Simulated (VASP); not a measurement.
Here is a VASP 6.6.1 calculation.

The input INCAR:

```
SYSTEM = TiAl
ALGO = Fast ; EDIFF = 1E-6
ENCUT = 520 ; GGA = CA
ISIF = 2 ; ISMEAR = 0
LASPH = .TRUE. ; LCHARG = .FALSE.
LREAL = .FALSE. ; LWAVE = .FALSE.
NBANDS = 14 ; NELM = 80
PREC = Accurate ; SIGMA = 0.1
```

Contents of KPOINTS:

```
k-points
0
G
  12 12 8
  0 0 0
```

POSCAR

```
TiAl
1.0
    2.7689289546      0.0000000000      0.0000000000
    0.0000000000      2.7689289546      0.0000000000
    0.0000000000      0.0000000000      3.9911364204
Ti Al
1 1
Direct
    0.5000000000      0.5000000000      0.5000000000
    0.0000000000      0.0000000000      0.0000000000
```

Potentials or basis: VASP PAW LDA potentials, release 64 (Ti_sv, Al).

The run is started by

```console
$ cat potpaw_LDA.64/Ti_sv/POTCAR potpaw_LDA.64/Al/POTCAR > POTCAR
$ mpirun -np 1 vasp_std > vasp.out
```

(1) Predict the band gap on the k mesh.

(2) What does it give for the pressure?

Answers

(1) zero (an odd number of electrons rules out a gap without spin polarisation).

(2) 0.2 GPa.
